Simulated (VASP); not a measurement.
# PbF2 (Fm-3m) in VASP: notebook

The runs below take PbF2 through single point, relaxation of cell and atoms, with PBE+D3(BJ).

Program: VASP 6.6.1. These are calculated values, not measurements. Logs are shortened: lines on timing, memory, paths and dates and some standing lists are left out, and cuts for length are marked.

**1. The cell of the first run**

The structure is cubic, space group Fm-3m (No. 225). Conventional cell: a = 5.962 Å, b = 5.962 Å, c = 5.962 Å, α = 90.00°, β = 90.00°, γ = 90.00°. Within 3.4 Å of Pb (site symmetry m-3m) lie 8 F at 2.58 Å. F (site symmetry -43m) has 4 Pb at 2.58 Å and 6 F at 2.98 Å within 3.4 Å.

**2. Single point, PBE+D3(BJ)**

File INCAR:

```
SYSTEM = PbF2
PREC = Accurate
ENCUT = 520
EDIFF = 1E-7
ISMEAR = 0
SIGMA = 0.01
LREAL = .False.
LASPH = .True.
NELM = 60
ALGO = Normal
ISIF = 2
LWAVE = .False.
LCHARG = .False.
GGA = PE
IVDW = 12
NBANDS = 21
```

File KPOINTS:

```
Automatic mesh
0
Gamma
  8 8 8
  0 0 0
```

File POSCAR:

```
PbF2
1.0
    0.0000000000      2.9811575223      2.9811575223
    2.9811575223      0.0000000000      2.9811575223
    2.9811575223      2.9811575223      0.0000000000
Pb F
1 2
Direct
    0.0000000000      0.0000000000      0.0000000000
    0.2500000000      0.2500000000      0.2500000000
    0.7500000000      0.7500000000      0.7500000000
```

Potentials or basis: VASP PAW PBE potentials, release 64 (Pb_d, F).

On the command line:

```sh
$ cat potpaw_PBE.64/Pb_d/POTCAR potpaw_PBE.64/F/POTCAR > POTCAR
$ mpirun -np 1 vasp_std > vasp.out
```

OUTCAR:

```text
SYSTEM = PbF2
   PREC = Accurate
   ENCUT = 520
   EDIFF = 1E-7
   ISMEAR = 0
   LREAL = .False.
   LASPH = .True.
   NELM = 60
   ISIF = 2
   GGA = PE
   IVDW = 12
 IVDW          = 12

 ion  position               nearest neighbor table
   1  0.000  0.000  0.000-   3 2.58   3 2.58   3 2.58   2 2.58   3 2.58   2 2.58   2 2.58   2 2.58

   2  0.250  0.250  0.250-   1 2.58   1 2.58   1 2.58   1 2.58
   3  0.750  0.750  0.750-   1 2.58   1 2.58   1 2.58   1 2.58

  LATTYP: Found a face centered cubic cell.
 ALAT       =     5.9623150446

  Lattice vectors:

 A1 = (   0.0000000000,   2.9811575223,   2.9811575223)
 A2 = (   2.9811575223,   0.0000000000,   2.9811575223)
 A3 = (   2.9811575223,   2.9811575223,   0.0000000000)

Analysis of symmetry for initial positions (statically):
=====================================================================
 Subroutine PRICEL returns:
 Original cell was already a primitive cell.

 Routine SETGRP: Setting up the symmetry group for a
 face centered cubic supercell.

 Subroutine GETGRP returns: Found 48 space group operations
 (whereof 48 operations were pure point group operations)
 out of a pool of 48 trial point group operations.

The static configuration has the point symmetry O_h .

Analysis of symmetry for dynamics (positions and initial velocities):
=====================================================================
 Subroutine PRICEL returns:
 Original cell was already a primitive cell.

 Routine SETGRP: Setting up the symmetry group for a
 face centered cubic supercell.

 Subroutine GETGRP returns: Found 48 space group operations
 (whereof 48 operations were pure point group operations)
 out of a pool of 48 trial point group operations.

The dynamic configuration has the point symmetry O_h .

 Subroutine INISYM returns: Found 48 space group operations
 (whereof 48 operations are pure point group operations),
 and found     1 'primitive' translations

----------------------------------------------------------------------------------------

                                     Primitive cell

  volume of cell :      52.9889

  direct lattice vectors                    reciprocal lattice vectors
     0.000000000  2.981157522  2.981157522    -0.167720087  0.167720087  0.167720087
     2.981157522  0.000000000  2.981157522     0.167720087 -0.167720087  0.167720087
     2.981157522  2.981157522  0.000000000     0.167720087  0.167720087 -0.167720087

  length of vectors
     4.215993400  4.215993400  4.215993400     0.290499713  0.290499713  0.290499713

  position of ions in fractional coordinates (direct lattice)
     0.000000000  0.000000000  0.000000000
     0.250000000  0.250000000  0.250000000
     0.750000000  0.750000000  0.750000000

  ion indices of the primitive-cell ions
   primitive index   ion index
                 1           1
                 2           2
                 3           3

----------------------------------------------------------------------------------------

 KPOINTS: Automatic mesh

Automatic generation of k-mesh.
 Grid dimensions read from file:
 generate k-points for:    8    8    8

 Generating k-lattice:

  Cartesian coordinates                     Fractional coordinates (reciprocal lattice)
    -0.020965011  0.020965011  0.020965011     0.125000000  0.000000000  0.000000000
     0.020965011 -0.020965011  0.020965011     0.000000000  0.125000000  0.000000000
     0.020965011  0.020965011 -0.020965011     0.000000000  0.000000000  0.125000000

  Length of vectors
     0.036312464  0.036312464  0.036312464

  Shift w.r.t. Gamma in fractional coordinates (k-lattice)
     0.000000000  0.000000000  0.000000000

 Subroutine IBZKPT returns following result:
 ===========================================

 Found     29 irreducible k-points:

 Following reciprocal coordinates:
            Coordinates               Weight
  0.000000  0.000000  0.000000      1.000000
  0.125000  0.000000  0.000000      8.000000
  0.250000  0.000000  0.000000      8.000000
  0.375000  0.000000  0.000000      8.000000
  0.500000  0.000000  0.000000      4.000000
  0.125000  0.125000  0.000000      6.000000
[... 16 lines left out ...]
  0.500000  0.250000  0.125000     48.000000
 -0.375000  0.250000  0.125000     24.000000
 [... further k-points ...]
   k-points           NKPTS =     29   k-points in BZ     NKDIM =     29   number of bands    NBANDS=     21
   number of dos      NEDOS =    301   number of ions     NIONS =      3
   total plane-waves  NPLWV =  32768
   dimension x,y,z NGX =    32 NGY =   32 NGZ =   32
   dimension x,y,z NGXF=    64 NGYF=   64 NGZF=   64
   ions per type =               1   2
   NGX,Y,Z   is equivalent  to a cutoff of  12.62, 12.62, 12.62 a.u.
   NGXF,Y,Z  is equivalent  to a cutoff of  25.24, 25.24, 25.24 a.u.
 SYSTEM =  PbF2
   PREC   = accura    normal or accurate (medium, high low for compatibility)
   ISTART =      0    job   : 0-new  1-cont  2-samecut
   ICHARG =      2    charge: 1-file 2-atom 10-const
   ISPIN  =      1    spin polarized calculation?
   LNONCOLLINEAR =      F non collinear calculations
   LSORBIT =      F    spin-orbit coupling
   LASPH  =      T    aspherical Exc in radial PAW
   ENCUT  =  520.0 eV  38.22 Ry    6.18 a.u.   7.84  7.84  7.84*2*pi/ulx,y,z
   NELM   =     60;   NELMIN=  2; NELMDL= -5     # of ELM steps
   EDIFF  = 0.1E-06   stopping-criterion for ELM
   LREAL  =      F    real-space projection
   EDIFFG = 0.1E-05   stopping-criterion for IOM
   NSW    =      0    number of steps for IOM
   IBRION =     -1    ionic relax: 0-MD 1-quasi-New 2-CG
   NFREE  =      0    steps in history (QN), initial steepest desc. (CG)
   ISIF   =      2    stress and relaxation
   ISYM   =      2    0-nonsym 1-usesym 2-fastsym
   POTIM  = 0.5000    time-step for ionic-motion
   TEBEG  =    0.0;   TEEND  =   0.0 temperature during run
   PSTRESS=    0.0 pullay stress
   NELECT =      28.0000    total number of electrons
   NUPDOWN=      -1.0000    fix difference up-down
   EMIN   =  10.00;   EMAX   =-10.00  energy-range for DOS
   EFERMI =   0.00;   METHOD = LEGACY
   ISMEAR =     0;   SIGMA  =   0.01  broadening in eV -4-tet -1-fermi 0-gaus
   EFERMI_NEDOS =   21; number of points for ismear=-14 and -15
   IALGO  =     38    algorithm
   IMIX   =      4    mixing-type and parameters
     AMIX     =   0.40;   BMIX     =  1.00
     AMIX_MAG =   1.60;   BMIX_MAG =  1.00
  volume/ion in A,a.u.               =      17.66       119.20
  Fermi-wavevector in a.u.,A,eV,Ry     =   1.323526  2.501102 23.833624  1.751722
  Thomas-Fermi vector in A             =   2.453128
   LORBIT       =      0    0 simple, 1 ext, 2 COOP (PROOUT), +10 PAW based schemes
   GGA     = PE    functional components
   LHFCALC =     F    Hartree Fock is set to
   AEXX    =    0.0000 exact exchange contribution
   IVDW    =    12    specifies the selected vdW correction
   LEPSILON=     F    determine dielectric tensor
   LRPA    =     F    only Hartree local field effects (RPA)
 non-spin polarized calculation
 Gauss-broadening in eV      SIGMA  =   0.01
  energy-cutoff  :      520.00
  volume of cell :       52.99
 maximum number of plane-waves:      1458
   NGX = 15   NGY = 15   NGZ = 15

 number of electron      28.0000019 magnetization

 Free energy of the ion-electron system (eV)
  ---------------------------------------------------
  ext. energy  EPLUGINS =         0.00000000
  ---------------------------------------------------
  free energy    TOTEN  =       -14.34623669 eV

  energy without entropy =      -14.34623669  energy(sigma->0) =      -14.34623669

 E-fermi :   1.7542     XC(G=0):  -9.3185

 val. band max:        1.6736694990   @ k =  -0.2500   0.5000   0.2500
 cond. band min:       6.0918595644   @ k =   0.5000   0.5000   0.0000
 fundamental gap:      4.4181900654
 Fermi energy:         1.7541512077

 k-point     1 :       0.0000    0.0000    0.0000
  band No.  band energies     occupation
      1     -19.2810      2.00000
      2     -18.6904      2.00000
      3     -12.7441      2.00000
      4     -12.7441      2.00000
      5     -12.7441      2.00000
      6     -12.6948      2.00000
[... 13 lines left out ...]
     20      16.7856      0.00000
     21      19.0635      0.00000

 k-point     2 :       0.1250    0.0000    0.0000
  band No.  band energies     occupation
      1     -19.2522      2.00000
      2     -18.7169      2.00000
      3     -12.7384      2.00000
      4     -12.7384      2.00000
      5     -12.7144      2.00000
      6     -12.6946      2.00000
[... 13 lines left out ...]
     20      16.3638      0.00000
     21      18.5050      0.00000

 k-point     3 :       0.2500    0.0000    0.0000
  band No.  band energies     occupation
      1     -19.1768      2.00000
      2     -18.7839      2.00000
      3     -12.7300      2.00000
      4     -12.7300      2.00000
      5     -12.6888      2.00000
      6     -12.6888      2.00000
[... 13 lines left out ...]
     20      15.7982      0.00000
     21      17.2774      0.00000

 k-point     4 :       0.3750    0.0000    0.0000
  band No.  band energies     occupation
      1     -19.0804      2.00000
      2     -18.8706      2.00000
      3     -12.7295      2.00000
      4     -12.7295      2.00000
      5     -12.6749      2.00000
      6     -12.6749      2.00000
[... 13 lines left out ...]
     20      15.4795      0.00000
     21      16.2348      0.00000

 k-point     5 :       0.5000    0.0000    0.0000
  band No.  band energies     occupation
      1     -19.0077      2.00000
      2     -18.9393      2.00000
      3     -12.7307      2.00000
      4     -12.7307      2.00000
      5     -12.6678      2.00000
      6     -12.6678      2.00000
[... 13 lines left out ...]
     20      15.3890      0.00000
     21      15.8200      0.00000
[... 382 lines left out ...]
     20      18.3710      0.00000
     21      18.9270      0.00000

 k-point    22 :       0.3750    0.2500    0.1250
  band No.  band energies     occupation
      1     -19.1240      2.00000
      2     -18.8285      2.00000
      3     -12.7133      2.00000
      4     -12.7077      2.00000
      5     -12.6990      2.00000
      6     -12.6714      2.00000
[... 13 lines left out ...]
     20      16.8948      0.00000
     21      17.7340      0.00000

 k-point    23 :       0.5000    0.2500    0.1250
  band No.  band energies     occupation
      1     -19.0473      2.00000
      2     -18.8951      2.00000
      3     -12.7136      2.00000
      4     -12.7050      2.00000
      5     -12.6820      2.00000
      6     -12.6503      2.00000
[... 13 lines left out ...]
     20      17.4457      0.00000
     21      18.0088      0.00000

 k-point    24 :      -0.3750    0.2500    0.1250
  band No.  band energies     occupation
      1     -18.9861      2.00000
      2     -18.9519      2.00000
      3     -12.7137      2.00000
      4     -12.7067      2.00000
      5     -12.6711      2.00000
      6     -12.6419      2.00000
[... 13 lines left out ...]
     20      17.6444      0.00000
     21      18.1462      0.00000

 [... further k-points ...]

------------------------ aborting loop because EDIFF is reached ----------------------------------------

 Edisp (eV)   -0.45253

 E8    (eV) :    -0.1950

  FORCE on cell =-STRESS in cart. coord.  units (eV):
  Direction    XX          YY          ZZ          XY          YZ          ZX
  --------------------------------------------------------------------------------------
  -------------------------------------------------------------------------------------
  Total      -0.06430    -0.06430    -0.06430     0.00000    -0.00000     0.00000
  in kB      -1.94415    -1.94415    -1.94415     0.00000    -0.00000     0.00000
  external pressure =       -1.94 kB  Pullay stress =        0.00 kB

 VOLUME and BASIS-vectors are now :
 -----------------------------------------------------------------------------
  energy-cutoff  :      520.00
  volume of cell :       52.99
      direct lattice vectors                 reciprocal lattice vectors
     0.000000000  2.981157522  2.981157522    -0.167720087  0.167720087  0.167720087
     2.981157522  0.000000000  2.981157522     0.167720087 -0.167720087  0.167720087
     2.981157522  2.981157522  0.000000000     0.167720087  0.167720087 -0.167720087

 POSITION                                       TOTAL-FORCE (eV/Angst)
 -----------------------------------------------------------------------------------
      0.00000      0.00000      0.00000         0.000000     -0.000000      0.000000
      1.49058      1.49058      1.49058        -0.000000     -0.000000     -0.000000
      4.47174      4.47174      4.47174         0.000000      0.000000      0.000000
 -----------------------------------------------------------------------------------
    total drift:                                0.000000     -0.000000      0.000000

  FREE ENERGIE OF THE ION-ELECTRON SYSTEM (eV)
  ---------------------------------------------------
  free  energy   TOTEN  =       -14.7987634995 eV

  energy  without entropy=      -14.7987634995  energy(sigma->0) =      -14.79876350
```

It took 23 s on 1 thread of Intel Xeon Platinum 8259CL at 2.50GHz (Skylake/Cascade Lake), shared host; peak memory 0.2 GiB.

What came out:

```yaml
Free_energy: -14.7988 eV
Pressure: -0.2 GPa
Band_gap_on_the_k_mesh: 4.42 eV (least direct gap 4.56 eV)
Dispersion_energy_per_atom: -0.151 eV
```

Caveat: spin-orbit coupling is left out, which moves the levels of the heavy elements. A k mesh can miss the band edges.

**3. Relaxation of cell and atoms, PBE+D3(BJ)**

File INCAR:

```
PREC = Accurate
ENCUT = 600
EDIFF = 1E-7
ISMEAR = 0
SIGMA = 0.01
LREAL = False
LASPH = True
NELM = 80
ALGO = Normal
ISIF = 3
LWAVE = False
LCHARG = False
GGA = PE
IVDW = 12
IBRION = 2
NSW = 80
EDIFFG = -0.001
```

File KPOINTS:

```
Automatic mesh
0
Gamma
  8 8 8
```

POSCAR is that of step 2.

Potentials or basis: VASP PAW PBE potentials, release 64 (Pb_d, F).

On the command line:

```sh
$ cat potpaw_PBE.64/Pb_d/POTCAR potpaw_PBE.64/F/POTCAR > POTCAR
$ mpirun -np 1 vasp_std > vasp.out
```

Wall time 63 s (1 thread of Intel Xeon Platinum 8259CL at 2.50GHz (Skylake/Cascade Lake), shared host); peak memory 0.23 GiB.

Results (log left out):

```yaml
Free_energy: -14.8022 eV
Relaxed_volume: 17.60 Å³/atom
Relaxed_cell: a = 4.211 Å, b = 4.211 Å, c = 4.211 Å, α = 60.00°, β = 60.00°, γ = 60.00°
Space_group_after_relaxing_to_0.1_Å: Fm-3m (No. 225)
Energy_gained_by_relaxing: 0.0 meV/atom
Ionic_steps: 3
Pressure_after_relaxing: 0.0 GPa
Band_gap_on_the_k_mesh: 4.42 eV (least direct gap 4.56 eV)
Dispersion_energy_per_atom: -0.151 eV
```

The path:
```
step  energy change (eV)  largest force (eV/Å)  pressure (GPa)  volume (Å³)
   1              0.0000                0.0000           -0.24        52.99
   2             -0.0001                0.0000            0.03        52.79
   3             -0.0001                0.0000            0.00        52.81
```

Final structure:
```yaml
crystal:
  lattice:
    - [0.00000, 2.97775, 2.97775]
    - [2.97775, 0.00000, 2.97775]
    - [2.97775, 2.97775, 0.00000]
  atoms:
    - { symbol: Pb, position: [0.00000, 0.00000, 0.00000] }
    - { symbol: F, position: [0.25000, 0.25000, 0.25000] }
    - { symbol: F, position: [0.75000, 0.75000, 0.75000] }
```

Levels at points of the mesh, in eV from the valence-band top:
```
           k point  band 12  band 13  band 14  band 15  band 16  band 17
(0.00, 0.00, 0.00)    -1.89    -1.89    -1.89     6.76     6.76     6.76
(0.50, 0.00, 0.00)    -2.06    -2.06    -0.02     5.03     7.63     7.63
(0.50, 0.50, 0.00)    -1.48    -1.47    -0.14     4.42     7.85     7.85
```

Caveat: spin-orbit coupling is left out, which moves the levels of the heavy elements.
